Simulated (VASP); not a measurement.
Here is a VASP 6.6.1 calculation.

Contents of INCAR:

```
SYSTEM = Be4TeSe3
  ALGO = Normal
  EDIFF = 1E-6
  ENCUT = 600
  GGA = PE
  GGA_COMPAT = .False.
  ISIF = 2
  ISMEAR = 0
  LASPH = .True.
  LCHARG = .False.
  LREAL = .False.
  LWAVE = .False.
  NBANDS = 26
  NELM = 120
  PREC = Accurate
  SIGMA = 0.15
```

Contents of KPOINTS:

```
k-points
0
Gamma
  2 2 3
  0 0 0
```

POSCAR

```
Be4TeSe3
1.0
    3.6635489736     -4.8883632729      0.0000000000
    3.6635489736      4.8883632729      0.0000000000
    0.0000000000      0.0000000000      3.6175790093
Be Te Se
4 1 3
Direct
    0.2438341258      0.7561658742      0.0000000000
    0.7652319720      0.7652319720      0.5000000000
    0.2347680280      0.2347680280      0.5000000000
    0.7561658742      0.2438341258      0.0000000000
    0.5000000000      0.5000000000      0.0000000000
    0.0000000000      0.5000000000      0.5000000000
    0.5000000000      0.0000000000      0.5000000000
    0.0000000000      0.0000000000      0.0000000000
```

Potentials or basis: VASP PAW PBE potentials, release 64 (Be, Te, Se).

The run is started by

```bash
$ cat potpaw_PBE.64/Be/POTCAR potpaw_PBE.64/Te/POTCAR potpaw_PBE.64/Se/POTCAR > POTCAR
$ mpirun -np 1 vasp_std > vasp.out
```

(1) Estimate the largest force.

(2) Predict the pressure.

Results:

(1) 0.017 eV/Å.

(2) 0.1 GPa.

Caveat: the k points lie up to 0.58 Å⁻¹ apart.
